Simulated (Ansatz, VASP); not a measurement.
**Lu2Si2O: VASP beside Ansatz**

```xyz
5
Lattice="3.4148 0.0000 0.0000 -1.7074 2.9573 0.0000 0.0000 0.0000 10.6786" Properties=species:S:1:pos:R:3 pbc="T T T"
Lu    0.0000    0.0000    6.7968
Lu    0.0000    0.0000    0.6154
Si    1.7074    0.9858    2.7403
Si    1.7074    0.9858    9.1229
O     0.0000    1.9716    6.0858
```

Alike in both runs: functional PBE; k mesh 12 × 12 × 4; occupations gaussian, width 0.1 eV; no spin polarisation.

Ansatz relaxed the structure, and its values are those at the end. VASP's run is a single point on that final structure, the one shown.

```csv
,VASP,Ansatz
version,VASP 6.6.1,Ansatz 0.2.0
potentials or method,"VASP PAW PBE potentials, release 64 (Lu, Si, O), cutoff 520 eV","scalar-relativistic, plane waves, PAW"
valence electrons in the cell,64,64
```

Ansatz gave:

| Property | Result |
| --- | --- |
| gap on the k mesh at the Fermi level (eV) | none |
| pressure (GPa) | 0.0 |
| rms of the force components (eV/Å) | 0.001 |

Problem. What did VASP give for the same quantities?

Solution. gap on the k mesh at the Fermi level (eV): none; pressure (GPa): 0.5; rms of the force components (eV/Å): 0.039.

A gap of «none» marks a metal or a gap that the smearing closes. The functional is the same, so the differences come from potentials, cutoffs and numerics.

Spin-orbit coupling is off throughout.
